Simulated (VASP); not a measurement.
# Fe (P6_3/mmc) in VASP: single point with PBEsol

Aim: the single point of Fe with PBEsol.

All numbers are computed with VASP 6.6.1; they aren't measurements. Logs are shortened: lines on timing, memory, paths and dates and some standing lists are left out, and cuts for length are marked.

**1. The cell of the first run**

Symmetry: P6_3/mmc, No. 194, hexagonal system. Conventional cell: a = 2.347 Å, b = 2.347 Å, c = 3.797 Å, α = 90.00°, β = 90.00°, γ = 120.00°. Within 3.1 Å of Fe (site symmetry -6m2) lie 12 Fe at 2.33 to 2.35 Å.

**2. Single point, PBEsol, collinear spin, ferromagnetic start**

INCAR reads:

```
  PREC = Accurate
  ENCUT = 520
  EDIFF = 1E-7
  ISMEAR = 1
  SIGMA = 0.1
  LREAL = F
  LASPH = T
  NELM = 150
  ALGO = Normal
  ISIF = 2
  LWAVE = F
  LCHARG = F
  ISPIN = 2
  MAGMOM = 4.5 4.5
  LORBIT = 11
  LMAXMIX = 4
  GGA = PS
  NBANDS = 19
```

KPOINTS reads:

```
regular mesh
0
Gamma
  10 10 6
```

POSCAR reads:

```
Fe
1.0
    2.3470000000      0.0000000000      0.0000000000
   -1.1735000000      2.0325620000      0.0000000000
    0.0000000000      0.0000000000      3.7970000000
Fe
2
Direct
    0.3333333333      0.6666666667      0.2500000000
    0.6666666667      0.3333333333      0.7500000000
```

Potentials or basis: VASP PAW PBE potentials, release 64 (Fe).

Started as:

```console
$ cat potpaw_PBE.64/Fe/POTCAR > POTCAR
$ mpirun -np 1 vasp_std > vasp.out
```

OUTCAR:

```text
PREC = Accurate
   ENCUT = 520
   EDIFF = 1E-7
   ISMEAR = 1
   LREAL = F
   LASPH = T
   NELM = 150
   ISIF = 2
   ISPIN = 2
   LORBIT = 11
   GGA = PS

 ion  position               nearest neighbor table
   1  0.333  0.667  0.250-   2 2.33   2 2.33   2 2.33   2 2.33   2 2.33   2 2.33
   2  0.667  0.333  0.750-   1 2.33   1 2.33   1 2.33   1 2.33   1 2.33   1 2.33

  LATTYP: Found a hexagonal cell.
 ALAT       =     2.3470000000
 C/A-ratio  =     1.6178099702

  Lattice vectors:

 A1 = (   2.3470000000,   0.0000000000,   0.0000000000)
 A2 = (  -1.1735000000,   2.0325620000,   0.0000000000)
 A3 = (   0.0000000000,   0.0000000000,   3.7970000000)

Analysis of symmetry for initial positions (statically):
=====================================================================
 Subroutine PRICEL returns:
 Original cell was already a primitive cell.

 Routine SETGRP: Setting up the symmetry group for a
 hexagonal supercell.

 Subroutine GETGRP returns: Found 24 space group operations
 (whereof 12 operations were pure point group operations)
 out of a pool of 24 trial point group operations.

The static configuration has the point symmetry D_3d.
 The point group associated with its full space group is D_6h.

Analysis of symmetry for dynamics (positions and initial velocities):
=====================================================================
 Subroutine PRICEL returns:
 Original cell was already a primitive cell.

 Routine SETGRP: Setting up the symmetry group for a
 hexagonal supercell.

 Subroutine GETGRP returns: Found 24 space group operations
 (whereof 12 operations were pure point group operations)
 out of a pool of 24 trial point group operations.

The dynamic configuration has the point symmetry D_3d.
 The point group associated with its full space group is D_6h.

Analysis of structural, dynamic, and magnetic symmetry:
=====================================================================
 Subroutine PRICEL returns:
 Original cell was already a primitive cell.

 Routine SETGRP: Setting up the symmetry group for a
 hexagonal supercell.

 Subroutine GETGRP returns: Found 24 space group operations
 (whereof 12 operations were pure point group operations)
 out of a pool of 24 trial point group operations.

The overall configuration has the point symmetry D_3d.
 The point group associated with its full space group is D_6h.

 Subroutine INISYM returns: Found 24 space group operations
 (whereof 12 operations are pure point group operations),
 and found     1 'primitive' translations

----------------------------------------------------------------------------------------

                                     Primitive cell

  volume of cell :      18.1133

  direct lattice vectors                    reciprocal lattice vectors
     2.347000000  0.000000000  0.000000000     0.426075841  0.245994956  0.000000000
    -1.173500000  2.032562000  0.000000000     0.000000000  0.491989912  0.000000000
     0.000000000  0.000000000  3.797000000     0.000000000  0.000000000  0.263365815

  length of vectors
     2.347000000  2.347000327  3.797000000     0.491989981  0.491989912  0.263365815

  position of ions in fractional coordinates (direct lattice)
     0.333333333  0.666666667  0.250000000
     0.666666667  0.333333333  0.750000000

  ion indices of the primitive-cell ions
   primitive index   ion index
                 1           1
                 2           2

----------------------------------------------------------------------------------------

 KPOINTS: regular mesh

Automatic generation of k-mesh.
 Grid dimensions read from file:
 generate k-points for:   10   10    6

 Generating k-lattice:

  Cartesian coordinates                     Fractional coordinates (reciprocal lattice)
     0.042607584  0.024599496  0.000000000     0.100000000  0.000000000  0.000000000
     0.000000000  0.049198991  0.000000000     0.000000000  0.100000000  0.000000000
     0.000000000  0.000000000  0.043894303     0.000000000  0.000000000  0.166666667

  Length of vectors
     0.049198998  0.049198991  0.043894303

  Shift w.r.t. Gamma in fractional coordinates (k-lattice)
     0.000000000  0.000000000  0.000000000

 Subroutine IBZKPT returns following result:
 ===========================================

 Found     56 irreducible k-points:

 Following reciprocal coordinates:
            Coordinates               Weight
  0.000000  0.000000  0.000000      1.000000
  0.100000  0.000000  0.000000      6.000000
  0.200000  0.000000  0.000000      6.000000
  0.300000  0.000000  0.000000      6.000000
  0.400000  0.000000  0.000000      6.000000
  0.500000 -0.000000  0.000000      3.000000
[... 16 lines left out ...]
  0.300000  0.100000  0.166667     24.000000
  0.400000  0.100000  0.166667     24.000000
 [... further k-points ...]
   k-points           NKPTS =     56   k-points in BZ     NKDIM =     56   number of bands    NBANDS=     19
   number of dos      NEDOS =    301   number of ions     NIONS =      2
   total plane-waves  NPLWV =   9072
   dimension x,y,z NGX =    18 NGY =   18 NGZ =   28
   dimension x,y,z NGXF=    36 NGYF=   36 NGZF=   56
   ions per type =               2
   NGX,Y,Z   is equivalent  to a cutoff of  12.75, 12.75, 12.26 a.u.
   NGXF,Y,Z  is equivalent  to a cutoff of  25.50, 25.50, 24.52 a.u.
 SYSTEM =  unknown system
   PREC   = accura    normal or accurate (medium, high low for compatibility)
   ISTART =      0    job   : 0-new  1-cont  2-samecut
   ICHARG =      2    charge: 1-file 2-atom 10-const
   ISPIN  =      2    spin polarized calculation?
   LNONCOLLINEAR =      F non collinear calculations
   LSORBIT =      F    spin-orbit coupling
   LASPH  =      T    aspherical Exc in radial PAW
   ENCUT  =  520.0 eV  38.22 Ry    6.18 a.u.   4.36  4.36  7.06*2*pi/ulx,y,z
   NELM   =    150;   NELMIN=  2; NELMDL= -5     # of ELM steps
   EDIFF  = 0.1E-06   stopping-criterion for ELM
   LREAL  =      F    real-space projection
   EDIFFG = 0.1E-05   stopping-criterion for IOM
   NSW    =      0    number of steps for IOM
   IBRION =     -1    ionic relax: 0-MD 1-quasi-New 2-CG
   NFREE  =      0    steps in history (QN), initial steepest desc. (CG)
   ISIF   =      2    stress and relaxation
   ISYM   =      2    0-nonsym 1-usesym 2-fastsym
   POTIM  = 0.5000    time-step for ionic-motion
   TEBEG  =    0.0;   TEEND  =   0.0 temperature during run
   PSTRESS=    0.0 pullay stress
   NELECT =      16.0000    total number of electrons
   NUPDOWN=      -1.0000    fix difference up-down
   EMIN   =  10.00;   EMAX   =-10.00  energy-range for DOS
   EFERMI =   0.00;   METHOD = LEGACY
   ISMEAR =     1;   SIGMA  =   0.10  broadening in eV -4-tet -1-fermi 0-gaus
   EFERMI_NEDOS =   21; number of points for ismear=-14 and -15
   IALGO  =     38    algorithm
   IMIX   =      4    mixing-type and parameters
     AMIX     =   0.40;   BMIX     =  1.00
     AMIX_MAG =   1.60;   BMIX_MAG =  1.00
  volume/ion in A,a.u.               =       9.06        61.12
  Fermi-wavevector in a.u.,A,eV,Ry     =   1.570781  2.968346 33.570378  2.467353
  Thomas-Fermi vector in A             =   2.672463
   LORBIT       =     11    0 simple, 1 ext, 2 COOP (PROOUT), +10 PAW based schemes
   GGA     = PS    functional components
   LHFCALC =     F    Hartree Fock is set to
   AEXX    =    0.0000 exact exchange contribution
   IVDW    =     0    specifies the selected vdW correction
   LEPSILON=     F    determine dielectric tensor
   LRPA    =     F    only Hartree local field effects (RPA)
 spin polarized calculation
 Methfessel and Paxton  Order N= 1 SIGMA  =   0.10
  energy-cutoff  :      520.00
  volume of cell :       18.11
 maximum number of plane-waves:       513
 NGX is ok and might be reduce to    18
   NGX =  9   NGY =  9   NGZ = 15

 number of electron      15.9999994 magnetization      -0.0092986

 number of electron      15.9999994 magnetization       0.0009234

 Free energy of the ion-electron system (eV)
  ---------------------------------------------------
  ext. energy  EPLUGINS =         0.00000000
  ---------------------------------------------------
  free energy    TOTEN  =       -17.70901784 eV

  energy without entropy =      -17.70927121  energy(sigma->0) =      -17.70910230

 E-fermi :   8.2011     XC(G=0): -14.6561

 val. band max:        8.2006648047   @ k =   0.3000   0.1000   0.1667
 cond. band min:       8.2038083219   @ k =   0.3000   0.0000   0.1667
 fundamental gap:      0.0031435172
 Fermi energy:         8.2011093153

 spin component 1

 k-point     1 :       0.0000    0.0000    0.0000
  band No.  band energies     occupation
      1      -1.4879      1.00000
      2       2.4493      1.00000
      3       6.1723      1.00000
      4       6.2178      1.00000
      5       6.2178      1.00000
      6       6.7381      1.00000
[... 11 lines left out ...]
     18      37.1185      0.00000
     19      37.8656      0.00000

 k-point     2 :       0.1000    0.0000    0.0000
  band No.  band energies     occupation
      1      -1.0746      1.00000
      2       2.7285      1.00000
      3       5.7392      1.00000
      4       6.4695      1.00000
      5       6.5213      1.00000
      6       6.6537      1.00000
[... 11 lines left out ...]
     18      36.9825      0.00000
     19      37.1139      0.00000

 k-point     3 :       0.2000    0.0000    0.0000
  band No.  band energies     occupation
      1       0.0719      1.00000
      2       3.3264      1.00000
      3       5.2108      1.00000
      4       5.2408      1.00000
      5       6.2701      1.00000
      6       6.7586      1.00000
[... 11 lines left out ...]
     18      35.3015      0.00000
     19      38.0504      0.00000

 k-point     4 :       0.3000    0.0000    0.0000
  band No.  band energies     occupation
      1       1.5882      1.00000
      2       3.4584      1.00000
      3       4.1294      1.00000
      4       5.1067      1.00000
      5       6.2678      1.00000
      6       6.3628      1.00000
[... 407 lines left out ...]
     18      34.4958      0.00000
     19      37.4946      0.00000

 k-point    23 :       0.3000    0.1000    0.1667
  band No.  band energies     occupation
      1       2.4793      1.00000
      2       3.5423      1.00000
      3       3.8742      1.00000
      4       4.8973      1.00000
      5       5.9947      1.00000
      6       6.5361      1.00000
[... 11 lines left out ...]
     18      31.5986      0.00000
     19      36.9562      0.00000

 k-point    24 :       0.4000    0.1000    0.1667
  band No.  band energies     occupation
      1       2.7349      1.00000
      2       3.1691      1.00000
      3       4.0544      1.00000
      4       4.8083      1.00000
      5       5.9335      1.00000
      6       6.8692      1.00000
[... 11 lines left out ...]
     18      30.3354      0.00000
     19      35.9422      0.00000

 [... further k-points ...]

 spin component 2

 k-point     1 :       0.0000    0.0000    0.0000
  band No.  band energies     occupation
      1      -1.4879      1.00000
      2       2.4497      1.00000
      3       6.1729      1.00000
      4       6.2183      1.00000
      5       6.2183      1.00000
      6       6.7386      1.00000
[... 11 lines left out ...]
     18      37.1186      0.00000
     19      37.8658      0.00000

 k-point     2 :       0.1000    0.0000    0.0000
  band No.  band energies     occupation
      1      -1.0745      1.00000
      2       2.7289      1.00000
      3       5.7397      1.00000
      4       6.4700      1.00000
      5       6.5219      1.00000
      6       6.6542      1.00000
[... 11 lines left out ...]
     18      36.9825      0.00000
     19      37.1139      0.00000

 k-point     3 :       0.2000    0.0000    0.0000
  band No.  band energies     occupation
      1       0.0719      1.00000
      2       3.3269      1.00000
      3       5.2112      1.00000
      4       5.2410      1.00000
      5       6.2705      1.00000
      6       6.7590      1.00000
[... 11 lines left out ...]
     18      35.3015      0.00000
     19      38.0505      0.00000

 k-point     4 :       0.3000    0.0000    0.0000
  band No.  band energies     occupation
      1       1.5883      1.00000
      2       3.4589      1.00000
      3       4.1297      1.00000
      4       5.1071      1.00000
      5       6.2683      1.00000
      6       6.3632      1.00000
[... 407 lines left out ...]
     18      34.4959      0.00000
     19      37.4947      0.00000

 k-point    23 :       0.3000    0.1000    0.1667
  band No.  band energies     occupation
      1       2.4794      1.00000
      2       3.5427      1.00000
      3       3.8745      1.00000
      4       4.8977      1.00000
      5       5.9951      1.00000
      6       6.5365      1.00000
[... 11 lines left out ...]
     18      31.5988      0.00000
     19      36.9564      0.00000

 k-point    24 :       0.4000    0.1000    0.1667
  band No.  band energies     occupation
      1       2.7352      1.00000
      2       3.1695      1.00000
      3       4.0547      1.00000
      4       4.8086      1.00000
      5       5.9339      1.00000
      6       6.8697      1.00000
[... 11 lines left out ...]
     18      30.3355      0.00000
     19      35.9423      0.00000

 [... further k-points ...]
[... 5 lines left out ...]
  --------------------------------------------------------------------------------------
  -------------------------------------------------------------------------------------
  Total        4.0697300      4.0697315      2.2394752     -0.0000000      0.0000000      0.0000000
  in kB      359.9802669    359.9804006    198.0885432     -0.0000000      0.0000000      0.0000000
  external PRESSURE =     306.0164036 kB  Pullay stress =       0.0000000 kB

 VOLUME and BASIS-vectors are now :
 -----------------------------------------------------------------------------
  energy-cutoff  :      520.00
  volume of cell :       18.11
      direct lattice vectors                 reciprocal lattice vectors
     2.347000000  0.000000000  0.000000000     0.426075841  0.245994956  0.000000000
    -1.173500000  2.032562000  0.000000000     0.000000000  0.491989912  0.000000000
     0.000000000  0.000000000  3.797000000     0.000000000  0.000000000  0.263365815

 POSITION                                       TOTAL-FORCE (eV/Angst)
 -----------------------------------------------------------------------------------
     -0.00000      1.35504      0.94925        -0.000000      0.000000      0.000000
      1.17350      0.67752      2.84775         0.000000     -0.000000      0.000000
 -----------------------------------------------------------------------------------
    total drift:                                0.000000     -0.000000     -0.000000

  FREE ENERGIE OF THE ION-ELECTRON SYSTEM (eV)
  ---------------------------------------------------
  free  energy   TOTEN  =       -17.7090178383 eV

  energy  without entropy=      -17.7092712149  energy(sigma->0) =      -17.70910230

 total charge

# of ion       s       p       d       tot
------------------------------------------
    1        0.602   0.771   6.479   7.852
    2        0.602   0.771   6.479   7.852
--------------------------------------------------
tot          1.205   1.542  12.959  15.705

 magnetization (x)

# of ion       s       p       d       tot
------------------------------------------
    1       -0.000  -0.000   0.000   0.000
    2       -0.000  -0.000   0.000   0.000
--------------------------------------------------
tot         -0.000  -0.000   0.001   0.001
```

Run time: 73 s. Hardware: 1 thread of Intel Xeon 8259CL, shared host; peak memory 0.15 GiB.

What came out:

```
Free energy                                           : -17.7090 eV
Pressure                                              : 30.6 GPa
Band gap on the k mesh                                : zero (filled and empty bands overlap)
Net moment                                            : 0.00 μB per cell
Valence electrons inside the program's atomic spheres : Fe 7.85
```

Caveat: the starting moments collapsed, and a magnetic state may lie lower; the PAW data sets were made with another functional, which shifts forces and pressure a little.
